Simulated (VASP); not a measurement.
Here is a VASP 6.6.1 calculation.

File INCAR:

```
SYSTEM = Al2Pt
  ALGO = Normal
  DIPOL = 0.5 0.5 0.500
  EDIFF = 1E-6
  ENCUT = 520
  GGA = PE
  IDIPOL = 3
  ISIF = 2
  ISMEAR = 0
  LASPH = .True.
  LCHARG = .False.
  LDIPOL = .True.
  LREAL = .False.
  LWAVE = .False.
  NBANDS = 34
  NELM = 60
  PREC = Accurate
  SIGMA = 0.1
```

File KPOINTS:

```
k-points
0
Gamma
  13 13 1
  0 0 0
```

The input POSCAR:

```
Al2Pt
1.0
    4.2047455503      0.0000000000      0.0000000000
   -2.1023727751      3.6414164630      0.0000000000
    0.0000000000      0.0000000000     23.5829009136
Al Pt
6 3
Direct
    0.0000000000      0.0000000000      0.3180270327
    0.3333333333      0.6666666667      0.3908162196
    0.6666666667      0.3333333333      0.4636054065
    0.0000000000      0.0000000000      0.5363945935
    0.3333333333      0.6666666667      0.6091837804
    0.6666666667      0.3333333333      0.6819729673
    0.6666666667      0.3333333333      0.3544216262
    0.3333333333      0.6666666667      0.5000000000
    0.0000000000      0.0000000000      0.6455783738
```

Potentials or basis: VASP PAW PBE potentials, release 64 (Al, Pt).

Command:

```sh
$ cat potpaw_PBE.64/Al/POTCAR potpaw_PBE.64/Pt/POTCAR > POTCAR
$ mpirun -np 1 vasp_std > vasp.out
```

(1) What does it give for the largest force?

(2) Estimate the band gap on the k mesh.

Results:

(1) 0.691 eV/Å.

(2) zero (band 24 reaches 3.76 eV, above the bottom of band 25 at 0.54 eV).

Caveat: spin-orbit coupling is left out, which moves the levels of the heavy elements.
